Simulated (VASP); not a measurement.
Rh:

```
Rh
1.0
     0.00000    2.61000    2.61000
     2.61000    0.00000    2.61000
     2.61000    2.61000    0.00000
Rh
2
Direct
  0.00000 0.00000 0.00000
  0.25000 0.25000 0.25000
```

This isn't the form of Rh at room conditions, which is fcc.

* Program: VASP 6.6.1
* Task: relaxation of cell and atoms
* Functional: LDA
* Potentials or basis: VASP PAW LDA potentials, release 64 (Rh_pv)
* Cutoff: 500 eV
* k mesh: 6 × 6 × 6
* Occupations: gaussian, width 0.05 eV
* Spin: no spin polarisation

At the start: pressure 20.3 GPa; volume 17.78 Å³/atom.

Q: How do energy, volume and symmetry change on relaxing?

A: Over 4 steps the energy falls by 103.0 meV/atom and the volume is 19.59 Å³/atom (+10.2 %); space group Fd-3m (No. 227, to 0.1 Å) before and after.

Step by step:
```csv
step,energy change (eV),largest force (eV/Å),pressure (GPa),volume (Å³)
1,0.0000,0.0000,20.26,35.56
2,0.5407,0.0000,-20.66,48.43
3,-0.2049,0.0000,-1.18,39.42
4,-0.2059,0.0000,-0.17,39.18
```

Final structure:
```
CELL_PARAMETERS angstrom
0.00000 2.69574 2.69574
2.69574 0.00000 2.69574
2.69574 2.69574 0.00000
ATOMIC_POSITIONS crystal
Rh 0.00000 0.00000 0.00000
Rh 0.25000 0.25000 0.25000
```
